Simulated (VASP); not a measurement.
Here is a VASP 6.6.1 calculation.

Contents of INCAR:

```
PREC     = Accurate       # precision mode
ENCUT    = 520            # plane-wave cutoff, eV
EDIFF    = 1E-6           # SCF threshold, eV
ISMEAR   = 0              # smearing method
SIGMA    = 0.15           # smearing width, eV
LREAL    = False          # projectors in reciprocal space
LASPH    = True           # aspherical terms in the spheres
NELM     = 60             # most SCF steps
ALGO     = Fast           # electronic algorithm
ISIF     = 2              # what is computed and relaxed
LWAVE    = False          # write WAVECAR
LCHARG   = False          # write CHGCAR
GGA      = PS             # functional
NBANDS   = 36             # bands
```

KPOINTS

```
regular mesh
0
Gamma
  8 8 8
```

Contents of POSCAR:

```
AlPt
1.0
    4.8685043982      0.0000000000      0.0000000000
    0.0000000000      4.8685043982      0.0000000000
    0.0000000000      0.0000000000      4.8685043982
Al Pt
4 4
Direct
    0.8444606005      0.8444606005      0.8444606005
    0.6555393995      0.1555393995      0.3444606005
    0.3444606005      0.6555393995      0.1555393995
    0.1555393995      0.3444606005      0.6555393995
    0.1480533702      0.1480533702      0.1480533702
    0.3519466298      0.8519466298      0.6480533702
    0.6480533702      0.3519466298      0.8519466298
    0.8519466298      0.6480533702      0.3519466298
```

Potentials or basis: VASP PAW PBE potentials, release 64 (Al, Pt).

Run with:

```bash
$ cat potpaw_PBE.64/Al/POTCAR potpaw_PBE.64/Pt/POTCAR > POTCAR
$ mpirun -np 1 vasp_std > vasp.out
```

(1) Predict the pressure.

(2) What does it give for the largest force?

(3) Estimate the band gap on the k mesh.

Answers

(1) 0.2 GPa.

(2) 0.335 eV/Å.

(3) zero (bands 26 and 27 overlap by 1.09 eV).

Caveat: the cell differs from its parent crystal (atoms displaced along a vibrational mode); the PAW data sets were made with another functional, which shifts forces and pressure a little; spin-orbit coupling is left out, which moves the levels of the heavy elements.
